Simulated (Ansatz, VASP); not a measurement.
# InSb: VASP beside Ansatz

Contents of POSCAR:

```
InSb
1.0
    0.0000000000      3.2355675401      3.2355675401
    3.2355675401      0.0000000000      3.2355675401
    3.2355675401      3.2355675401      0.0000000000
In Sb
1 1
Direct
    0.0000000000      0.0000000000      0.0000000000
    0.2500000000      0.2500000000      0.2500000000
```

The input INCAR.step1:

```
SYSTEM = InSb
PREC     = Accurate       ! precision mode
ENCUT    = 520            ! plane-wave cutoff, eV
EDIFF    = 1E-5           ! SCF threshold, eV
ISMEAR   = -1             ! smearing method
SIGMA    = 0.02           ! smearing width, eV
LREAL    = .FALSE.        ! projectors in reciprocal space
LASPH    = .TRUE.         ! aspherical terms in the spheres
NELM     = 60             ! most SCF steps
ALGO     = Normal         ! electronic algorithm
ISIF     = 2              ! what is computed and relaxed
LWAVE    = .TRUE.         ! write WAVECAR
LCHARG   = .FALSE.        ! write CHGCAR
NBANDS   = 16             ! bands
GGA      = PE             ! functional
```

INCAR.step2

```
SYSTEM = InSb
PREC     = Accurate       ! precision mode
ENCUT    = 520            ! plane-wave cutoff, eV
EDIFF    = 1E-7           ! SCF threshold, eV
ISMEAR   = -1             ! smearing method
SIGMA    = 0.02           ! smearing width, eV
LREAL    = .FALSE.        ! projectors in reciprocal space
LASPH    = .TRUE.         ! aspherical terms in the spheres
NELM     = 60             ! most SCF steps
ALGO     = Normal         ! electronic algorithm
ISIF     = 2              ! what is computed and relaxed
LWAVE    = .FALSE.        ! write WAVECAR
LCHARG   = .FALSE.        ! write CHGCAR
GGA      = PE             ! functional
LHFCALC  = .TRUE.         ! exact exchange
HFSCREEN = 0.2079         ! screening, 1/A
PRECFOCK = Normal       
NBANDS   = 16             ! bands
ISTART   = 1
```

File KPOINTS:

```
Automatic mesh
0
G
  4 4 4
  0 0 0
```

Input for Ansatz:

```yaml
crystal:
  lattice:
    - [0.0, 3.2355675401, 3.2355675401]
    - [3.2355675401, 0.0, 3.2355675401]
    - [3.2355675401, 3.2355675401, 0.0]
  atoms:
    - { symbol: In, position: [0.0, 0.0, 0.0] }
    - { symbol: Sb, position: [0.25, 0.25, 0.25] }
kpoints:
  mp_grid: { grid: [4, 4, 4] }
  band_path:
    path:
      - [0.0, 0.0, 0.0]
      - [-0.5, -0.5, 0.0]
      - [-0.375, -0.375, 0.25]
      - [-0.375, 0.0, 0.375]
      - [0.0, 0.0, 0.5]
      - [-0.5, -0.25, 0.25]
    npoints: 1
hamiltonian:
  xc: hse06
scf:
  occupations: { method: fermi_dirac, width: 0.02 }
  n_extra_bands: 4
output:
  forces: true
  stress: true
  eigenvalues: true
```

Change from the starting cell: hydrostatic strain -1.3%.

Alike in both runs: task single point; functional HSE06; k mesh 4 × 4 × 4; occupations fermi-dirac, width 0.02 eV; no spin polarisation.

|  | VASP | Ansatz |
| --- | --- | --- |
| version | VASP 6.6.1 | Ansatz 0.2.0 |
| potentials or method | VASP PAW PBE potentials, release 64 (In_d, Sb) | plane waves, PAW |
| plane-wave cutoff (eV) | 520 | 420 |
| valence electrons in the cell | 18 | 28 |

```tsv
	VASP	Ansatz	Ansatz less VASP
pressure (GPa)	1.4	1.8	+0.48
```

VASP's potentials hold 18 valence electrons a cell and Ansatz's 28, so a difference there can come from the potentials and not from the codes. Ansatz's warnings: stress exchange threshold loose, stress scf threshold loose.

The k mesh is coarse, so the values compare programs but aren't converged. Neither program's run includes spin-orbit coupling.
